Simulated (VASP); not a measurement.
# BP (F-43m) in VASP: settings compared, part 2 of 2

VASP 6.6.1.

### 4 Vibrations by perturbation theory, LDA

File INCAR:

```
SYSTEM = BP
PREC = Accurate
ENCUT = 520
EDIFF = 1E-8
ISMEAR = -1
SIGMA = 0.05
LREAL = .False.
LASPH = .True.
NELM = 60
ALGO = Normal
ISIF = 2
LWAVE = .False.
LCHARG = .False.
GGA = CA
NBANDS = 11
IBRION = 8
NSW = 1
```

File KPOINTS:

```
regular mesh
0
Gamma
  7 7 7
  0 0 0
```

File POSCAR:

```
BP
1.0
    0.0000000000      2.2690000000      2.2690000000
    2.2690000000      0.0000000000      2.2690000000
    2.2690000000      2.2690000000      0.0000000000
P B
1 1
Direct
    0.7500000000      0.7500000000      0.7500000000
    0.0000000000      0.0000000000      0.0000000000
```

Potentials or basis: VASP PAW LDA potentials, release 64 (P, B).

The run is started by

```
$ cat potpaw_LDA.64/P/POTCAR potpaw_LDA.64/B/POTCAR > POTCAR
$ mpirun -np 1 vasp_std > vasp.out
```

OUTCAR:

```text
SYSTEM = BP
   PREC = Accurate
   ENCUT = 520
   EDIFF = 1E-8
   ISMEAR = -1
   LREAL = .False.
   LASPH = .True.
   NELM = 60
   ISIF = 2
   GGA = CA
   IBRION = 8
   NSW = 1

 ion  position               nearest neighbor table
   1  0.750  0.750  0.750-   2 1.97   2 1.97   2 1.97   2 1.97
   2  0.000  0.000  0.000-   1 1.97   1 1.97   1 1.97   1 1.97

  LATTYP: Found a face centered cubic cell.
 ALAT       =     4.5380000000

  Lattice vectors:

[... 527 lines left out ...]
               1X          1Y          1Z          2X          2Y          2Z
  1X   -18.586199    0.000000    0.000000   18.586199    0.000000    0.000000
  1Y     0.000000  -18.586199    0.000000    0.000000   18.586199    0.000000
  1Z     0.000000    0.000000  -18.586199    0.000000    0.000000   18.586199
  2X    18.590015    0.000000    0.000000  -18.590015    0.000000    0.000000
  2Y     0.000000   18.590015    0.000000    0.000000  -18.590015    0.000000
  2Z     0.000000    0.000000   18.590015    0.000000    0.000000  -18.590015

 Eigenvectors and eigenvalues of the dynamical matrix
 ----------------------------------------------------

   1 f  =   23.809906 THz   149.602052 2PiTHz  794.212980 cm-1    98.469815 meV
             X         Y         Z           dx          dy          dz
      3.403500  3.403500  3.403500     0.000000   -0.508616   -0.000000
      0.000000  0.000000  0.000000    -0.000000    0.860994   -0.000000
[... 21 lines left out ...]
   6 f/i=    0.001070 THz     0.006723 2PiTHz    0.035692 cm-1     0.004425 meV
             X         Y         Z           dx          dy          dz
      3.403500  3.403500  3.403500     0.046505    0.553530    0.657839
      0.000000  0.000000  0.000000     0.027472    0.326987    0.388606

--------------------------------------------------------------------------------------------------------

 ELASTIC MODULI CONTR FROM IONIC RELAXATION (kBar)
 Direction    XX          YY          ZZ          XY          YZ          ZX
 --------------------------------------------------------------------------------
 XX          -0.0000      0.0000      0.0000     -0.0000      0.0000      0.0000
 YY           0.0000     -0.0000      0.0000     -0.0000     -0.0000     -0.0000
 ZZ           0.0000      0.0000     -0.0000      0.0000     -0.0000      0.0000
 XY          -0.0000     -0.0000      0.0000   -149.6746      0.0000      0.0000
 YZ           0.0000     -0.0000     -0.0000      0.0000   -149.6746      0.0000
 ZX           0.0000     -0.0000      0.0000      0.0000      0.0000   -149.6746
 --------------------------------------------------------------------------------
```

OSZICAR:

```text
N       E                     dE             d eps       ncg     rms          rms(c)
DAV:   1     0.935013330792E+01    0.93501E+01   -0.41522E+03   440   0.667E+02
DAV:   2    -0.145067341416E+02   -0.23857E+02   -0.22964E+02   592   0.115E+02
[... 37 lines left out ...]
RMM:   4    -0.423500786038E-01   -0.38882E-03   -0.15533E-05  2246   0.741E-02    0.957E-03
RMM:   5    -0.423407554130E-01    0.93232E-05    0.14640E-05  2342   0.937E-03    0.120E-03
RMM:   6    -0.423426367735E-01   -0.18814E-05    0.25440E-06  2355   0.109E-03    0.417E-04
RMM:   7    -0.423414813908E-01    0.11554E-05    0.90714E-07  2423   0.294E-04    0.106E-04
RMM:   8    -0.423417480467E-01   -0.26666E-06    0.11050E-07  2486   0.552E-05    0.283E-05
RMM:   9    -0.423417241605E-01    0.23886E-07   -0.86348E-08  2506   0.205E-05    0.341E-06
RMM:  10    -0.423417309085E-01   -0.67480E-08   -0.23855E-08  2473   0.675E-06    0.121E-06
 Linear response finished
```

stdout:

```text
POSCAR found type information on POSCAR P B
 POSCAR found :  2 types and       2 ions
 scaLAPACK will be used
 LDA part: xc-table for (Slater(with rela. corr.)+CA(PZ))
 , standard interpolation
 POSCAR, INCAR and KPOINTS ok, starting setup
 FFT: planning ... GRIDC
 FFT: planning ... GRID_SOFT
 FFT: planning ... GRID
 WAVECAR not read
 entering main loop
 Linear response reoptimize wavefunctions to high precision
 Linear response DOF=           2
 Linear response progress:
 first order change of Fermi-energy   0.20239E-01
 force on displaced ion       1 direction 1 : -18.586   0.000   0.000
 Linear response progress:
 first order change of Fermi-energy  -0.17322E-01
 force on displaced ion       2 direction 1 : -18.590   0.000   0.000
 Linear response finished
```

Run time: 32 s. Hardware: 1 thread of AMD EPYC 7R13 (Zen 3), shared host; peak memory 0.13 GiB.

What came out:

```
Highest phonon frequency at Γ, LO-TO splitting left out : 794 cm⁻¹
```

Phonon frequencies in cm⁻¹ (negative: imaginary):
```tsv
q point	frequencies
(0.000, 0.000, 0.000)	0 0 0 794 794 794
```

Caveat: the cell wasn't relaxed at this level first, which shifts response properties.

### 5 Dielectric tensor, LDA

File INCAR:

```
PREC = Accurate
ENCUT = 520
EDIFF = 1E-8
ISMEAR = 0
SIGMA = 0.01
LREAL = F
LASPH = T
NELM = 100
ALGO = Normal
ISIF = 2
LWAVE = F
LCHARG = F
GGA = CA
LEPSILON = T
```

File KPOINTS:

```
Automatic mesh
0
Gamma
  10 10 10
```

POSCAR is that of step 4.

Potentials or basis: VASP PAW LDA potentials, release 64 (P, B).

The run is started by

```
$ cat potpaw_LDA.64/P/POTCAR potpaw_LDA.64/B/POTCAR > POTCAR
$ mpirun -np 1 vasp_std > vasp.out
```

OUTCAR:

```text
PREC = Accurate
   ENCUT = 520
   EDIFF = 1E-8
   ISMEAR = 0
   LREAL = F
   LASPH = T
   NELM = 100
   ISIF = 2
   GGA = CA
   LEPSILON = T

 ion  position               nearest neighbor table
   1  0.750  0.750  0.750-   2 1.97   2 1.97   2 1.97   2 1.97
   2  0.000  0.000  0.000-   1 1.97   1 1.97   1 1.97   1 1.97

  LATTYP: Found a face centered cubic cell.
 ALAT       =     4.5380000000

  Lattice vectors:

 A1 = (   0.0000000000,   2.2690000000,   2.2690000000)
 A2 = (   2.2690000000,   0.0000000000,   2.2690000000)
 A3 = (   2.2690000000,   2.2690000000,   0.0000000000)

Analysis of symmetry for initial positions (statically):
=====================================================================
 Subroutine PRICEL returns:
 Original cell was already a primitive cell.

 Routine SETGRP: Setting up the symmetry group for a
 face centered cubic supercell.

 Subroutine GETGRP returns: Found 24 space group operations
 (whereof 24 operations were pure point group operations)
 out of a pool of 48 trial point group operations.

The static configuration has the point symmetry T_d .

Analysis of symmetry for dynamics (positions and initial velocities):
=====================================================================
 Subroutine PRICEL returns:
 Original cell was already a primitive cell.

 Routine SETGRP: Setting up the symmetry group for a
 face centered cubic supercell.

 Subroutine GETGRP returns: Found 24 space group operations
 (whereof 24 operations were pure point group operations)
 out of a pool of 48 trial point group operations.

The dynamic configuration has the point symmetry T_d .

 Subroutine INISYM returns: Found 24 space group operations
 (whereof 24 operations are pure point group operations),
 and found     1 'primitive' translations

----------------------------------------------------------------------------------------

                                     Primitive cell

  volume of cell :      23.3633

  direct lattice vectors                    reciprocal lattice vectors
     0.000000000  2.269000000  2.269000000    -0.220361393  0.220361393  0.220361393
     2.269000000  0.000000000  2.269000000     0.220361393 -0.220361393  0.220361393
     2.269000000  2.269000000  0.000000000     0.220361393  0.220361393 -0.220361393

  length of vectors
     3.208850573  3.208850573  3.208850573     0.381677128  0.381677128  0.381677128

  position of ions in fractional coordinates (direct lattice)
     0.750000000  0.750000000  0.750000000
     0.000000000  0.000000000  0.000000000

  ion indices of the primitive-cell ions
   primitive index   ion index
                 1           1
                 2           2

[... 128 lines left out ...]
      7      10.7845      0.00000
      8      14.7748      0.00000
[... 243 lines left out ...]
 k-point    24 :       0.4000    0.3000    0.0000
  band No.  band energies     occupation
      1      -5.0495      2.00000
      2       1.3181      2.00000
      3       3.3605      2.00000
      4       3.8985      2.00000
      5       9.1649      0.00000
      6      10.9468      0.00000
      7      16.8107      0.00000
      8      16.8189      0.00000

 [... further k-points ...]

  FORCE on cell =-STRESS in cart. coord.  units (eV):
  Direction    XX          YY          ZZ          XY          YZ          ZX
  --------------------------------------------------------------------------------------
  -------------------------------------------------------------------------------------
  Total       -0.7761406     -0.7761406     -0.7761406      0.0000000      0.0000000      0.0000000
  in kB      -53.2252274    -53.2252274    -53.2252274      0.0000000      0.0000000      0.0000000
  external PRESSURE =     -53.2252274 kB  Pullay stress =       0.0000000 kB

 VOLUME and BASIS-vectors are now :
 -----------------------------------------------------------------------------
  energy-cutoff  :      520.00
  volume of cell :       23.36
      direct lattice vectors                 reciprocal lattice vectors
     0.000000000  2.269000000  2.269000000    -0.220361393  0.220361393  0.220361393
     2.269000000  0.000000000  2.269000000     0.220361393 -0.220361393  0.220361393
     2.269000000  2.269000000  0.000000000     0.220361393  0.220361393 -0.220361393

 POSITION                                       TOTAL-FORCE (eV/Angst)
 -----------------------------------------------------------------------------------
      3.40350      3.40350      3.40350        -0.000000     -0.000000      0.000000
      0.00000      0.00000      0.00000         0.000000      0.000000     -0.000000
 -----------------------------------------------------------------------------------
    total drift:                               -0.000000     -0.000000     -0.000000

  FREE ENERGIE OF THE ION-ELECTRON SYSTEM (eV)
  ---------------------------------------------------
  free  energy   TOTEN  =       -14.3871383066 eV

  energy  without entropy=      -14.3871383066  energy(sigma->0) =      -14.38713831

 HEAD OF MICROSCOPIC STATIC DIELECTRIC TENSOR (INDEPENDENT PARTICLE, excluding Hartree and local field effects)
 ------------------------------------------------------
           9.748793    -0.000000     0.000000
           0.000000     9.748793     0.000000
           0.000000     0.000000     9.748793
 ------------------------------------------------------

 Free energy of the ion-electron system (eV)
  ---------------------------------------------------
  ---------------------------------------------------
  free energy    TOTEN  =        -0.56627951 eV

  energy without entropy =       -0.56627951

------------------------ aborting loop because EDIFF is reached ----------------------------------------

--------------------------------------- Ionic step        2  -------------------------------------------

------------------------ aborting loop because EDIFF is reached ----------------------------------------

--------------------------------------- Ionic step        3  -------------------------------------------

 Free energy of the ion-electron system (eV)
  ---------------------------------------------------
  ---------------------------------------------------
  free energy    TOTEN  =        -0.56627977 eV

  energy without entropy =       -0.56627977

------------------------ aborting loop because EDIFF is reached ----------------------------------------

 PIEZOELECTRIC TENSOR FIELD DIRECTION 3  (e Angst)
 -----------------------------------------------------------------------------
    -0.00058 -0.17440  0.00000           ( -0.00000 -0.07761  0.00000)
    -0.17440 -0.00058  0.00000           ( -0.07761 -0.00000  0.00000)
     0.00000  0.00000  0.00011           (  0.00000  0.00000 -0.00000)

 PIEZOELECTRIC TENSOR FIELD DIRECTION 3  (C/m^2)
 -----------------------------------------------------------------------------
    -0.00040 -0.11960  0.00000
    -0.11960 -0.00040  0.00000
     0.00000  0.00000  0.00007

 MACROSCOPIC STATIC DIELECTRIC TENSOR (including local field effects in DFT)
 ------------------------------------------------------
           9.293430     0.000000     0.000000
           0.000000     9.293430    -0.000000
           0.000000    -0.000000     9.293430
 ------------------------------------------------------

 PIEZOELECTRIC TENSOR (including local field effects)  for field in x, y, z        (e  Angst)
          XX          YY          ZZ          XY          YZ          ZX
  --------------------------------------------------------------------------------
  x    -0.00000    -0.00000    -0.00000     0.00000    -0.17018     0.00000
  y     0.00000     0.00000     0.00000     0.00000     0.00000    -0.17018
  z    -0.00000    -0.00000     0.00000    -0.17018     0.00000     0.00000

 PIEZOELECTRIC TENSOR (including local field effects)  for field in x, y, z        (C/m^2)
          XX          YY          ZZ          XY          YZ          ZX
  --------------------------------------------------------------------------------
  x    -0.00000    -0.00000    -0.00000     0.00000    -0.11670     0.00000
  y     0.00000     0.00000     0.00000     0.00000     0.00000    -0.11670
  z    -0.00000    -0.00000     0.00000    -0.11670     0.00000     0.00000

 BORN EFFECTIVE CHARGES (including local field effects) (in |e|, cummulative output)
 ---------------------------------------------------------------------------------
 ion    1
    1     0.51928    -0.00000    -0.00000
    2     0.00000     0.51928     0.00000
    3     0.00000    -0.00000     0.51928
 ion    2
    1    -0.51928     0.00000     0.00000
    2    -0.00000    -0.51928    -0.00000
    3    -0.00000     0.00000    -0.51928
```

OSZICAR:

```text
N       E                     dE             d eps       ncg     rms          rms(c)
DAV:   1     0.908412070525E+01    0.90841E+01   -0.40983E+03   760   0.894E+02
DAV:   2    -0.149549883192E+02   -0.24039E+02   -0.23205E+02  1232   0.114E+02
DAV:   3    -0.152113381068E+02   -0.25635E+00   -0.25635E+00   848   0.153E+01
[... 11 lines left out ...]
RMM:   5    -0.566120377691E+00   -0.42835E-02   -0.25653E-04  4452   0.129E-01    0.139E-02
RMM:   6    -0.566230897946E+00   -0.11052E-03   -0.34699E-06  4647   0.168E-02    0.746E-03
RMM:   7    -0.566265222878E+00   -0.34325E-04   -0.40409E-07  4653   0.358E-03    0.365E-04
RMM:   8    -0.566279957522E+00   -0.14735E-04   -0.40611E-08  4864   0.468E-04    0.166E-04
RMM:   9    -0.566279990036E+00   -0.32514E-07   -0.17507E-09  4658   0.233E-04    0.374E-05
RMM:  10    -0.566280080634E+00   -0.90598E-07   -0.70504E-09  2584   0.393E-05    0.100E-05
RMM:  11    -0.566279772049E+00    0.30858E-06    0.60292E-09  1701   0.422E-05    0.976E-07
```

Wall time 1.7 min (1 thread of AMD EPYC 7R13 (Zen 3), shared host); peak memory 0.17 GiB.

Results:

```yaml
Band_gap_on_the_k_mesh: 1.19 eV, indirect (least direct gap 3.38 eV)
Electronic_dielectric_tensor_diagonal: 9.29
Born_charges_mean_of_the_diagonal: P +0.52; B -0.52 e
```

Levels at points of the mesh, in eV from the valence-band top:
```
           k point  band 2  band 3  band 4  band 5  band 6  band 7
(0.00, 0.00, 0.00)    0.00    0.00    0.00    3.38    3.38    3.38
(0.50, 0.00, 0.00)   -9.01   -1.75   -1.75    3.78    4.68    4.68
(0.50, 0.50, 0.00)   -8.49   -4.11   -4.11    1.30    1.55   12.00
```

Electronic dielectric tensor:
```
9.29 0.00 0.00
0.00 9.29 0.00
0.00 0.00 9.29
```

Born effective charge tensors (e):
atom 1, P
```
0.52 0.00 0.00
0.00 0.52 0.00
0.00 0.00 0.52
```
atom 2, B
```
-0.52  0.00  0.00
 0.00 -0.52  0.00
 0.00  0.00 -0.52
```

A k mesh can miss the band edges. LDA gaps usually lie below the measured ones, often by a third to a half.

### 6 Dielectric tensor, PBEsol

File INCAR:

```
  PREC = Accurate
  ENCUT = 520
  EDIFF = 1E-8
  ISMEAR = 0
  SIGMA = 0.01
  LREAL = False
  LASPH = True
  NELM = 100
  ALGO = Normal
  ISIF = 2
  LWAVE = False
  LCHARG = False
  GGA = PS
  LEPSILON = True
```

KPOINTS is that of step 5.

POSCAR is that of step 5.

Potentials or basis: VASP PAW PBE potentials, release 64 (P, B).

The run is started by

```
$ cat potpaw_PBE.64/P/POTCAR potpaw_PBE.64/B/POTCAR > POTCAR
$ mpirun -np 1 vasp_std > vasp.out
```

OUTCAR:

```text
PREC = Accurate
   ENCUT = 520
   EDIFF = 1E-8
   ISMEAR = 0
   LREAL = False
   LASPH = True
   NELM = 100
   ISIF = 2
   GGA = PS
   LEPSILON = True

 ion  position               nearest neighbor table
   1  0.750  0.750  0.750-   2 1.97   2 1.97   2 1.97   2 1.97
   2  0.000  0.000  0.000-   1 1.97   1 1.97   1 1.97   1 1.97

  LATTYP: Found a face centered cubic cell.
 ALAT       =     4.5380000000

  Lattice vectors:

 A1 = (   0.0000000000,   2.2690000000,   2.2690000000)
 A2 = (   2.2690000000,   0.0000000000,   2.2690000000)
 A3 = (   2.2690000000,   2.2690000000,   0.0000000000)

Analysis of symmetry for initial positions (statically):
=====================================================================
[... 508 lines left out ...]
    -0.00040 -0.11514  0.00000
    -0.11514 -0.00040  0.00000
     0.00000  0.00000  0.00005

 MACROSCOPIC STATIC DIELECTRIC TENSOR (including local field effects in DFT)
 ------------------------------------------------------
           9.432576     0.000000    -0.000000
           0.000000     9.432576     0.000000
          -0.000000    -0.000000     9.432576
 ------------------------------------------------------

 PIEZOELECTRIC TENSOR (including local field effects)  for field in x, y, z        (e  Angst)
          XX          YY          ZZ          XY          YZ          ZX
  --------------------------------------------------------------------------------
  x     0.00000     0.00000     0.00000     0.00000    -0.16375     0.00000
  y     0.00000    -0.00000     0.00000     0.00000     0.00000    -0.16375
  z    -0.00000     0.00000     0.00000    -0.16375     0.00000     0.00000

 PIEZOELECTRIC TENSOR (including local field effects)  for field in x, y, z        (C/m^2)
          XX          YY          ZZ          XY          YZ          ZX
  --------------------------------------------------------------------------------
  x     0.00000     0.00000     0.00000     0.00000    -0.11230     0.00000
  y     0.00000    -0.00000     0.00000     0.00000     0.00000    -0.11230
  z    -0.00000     0.00000     0.00000    -0.11230     0.00000     0.00000

 BORN EFFECTIVE CHARGES (including local field effects) (in |e|, cummulative output)
 ---------------------------------------------------------------------------------
 ion    1
    1     0.50226     0.00000     0.00000
    2     0.00000     0.50226     0.00000
    3     0.00000     0.00000     0.50226
 ion    2
    1    -0.50226    -0.00000    -0.00000
    2     0.00000    -0.50226    -0.00000
    3     0.00000     0.00000    -0.50226
```

It took 3 min on 1 thread of Intel Xeon 6975P-C, shared host; peak memory 0.2 GiB.

Results:

* Band gap on the k mesh: 1.13 eV, indirect (least direct gap 3.36 eV)
* Electronic dielectric tensor (diagonal): 9.43
* Born charges (mean of the diagonal): P +0.50; B -0.50 e

Electronic dielectric tensor:
```
9.43 0.00 0.00
0.00 9.43 0.00
0.00 0.00 9.43
```

Born effective charge tensors (e):
atom 1, P
```
0.50 0.00 0.00
0.00 0.50 0.00
0.00 0.00 0.50
```
atom 2, B
```
-0.50  0.00  0.00
 0.00 -0.50  0.00
 0.00  0.00 -0.50
```

Caveat: the PAW data sets were made with another functional, which shifts forces and pressure a little.

### 7 Summary

| task | level | potentials or basis | k mesh | smearing | gap on the mesh (eV) |
| --- | --- | --- | --- | --- | --- |
| vibrations by perturbation theory | PBE | VASP PAW PBE potentials, release 64 (P, B) | 7 × 7 × 7 | gaussian 0.01 eV | - |
| electric field gradients | PBE | VASP PAW PBE potentials, release 64 (P, B) | 10 × 10 × 10 | fermi-dirac 0.05 eV | 1.24 |
| vibrations by perturbation theory | LDA | VASP PAW LDA potentials, release 64 (P, B) | 7 × 7 × 7 | fermi-dirac 0.05 eV | - |
| dielectric tensor | LDA | VASP PAW LDA potentials, release 64 (P, B) | 10 × 10 × 10 | gaussian 0.01 eV | 1.19 |
| dielectric tensor | PBEsol | VASP PAW PBE potentials, release 64 (P, B) | 10 × 10 × 10 | gaussian 0.01 eV | 1.13 |

Alike in all rows: no spin polarisation; cell as given; cutoff (eV) 520.

Caveats: the cell wasn't relaxed at this level first, which shifts response properties (some runs); the PAW data sets were made with another functional, which shifts forces and pressure a little (some runs).

Absolute energies hang on the potentials; compare differences alone.
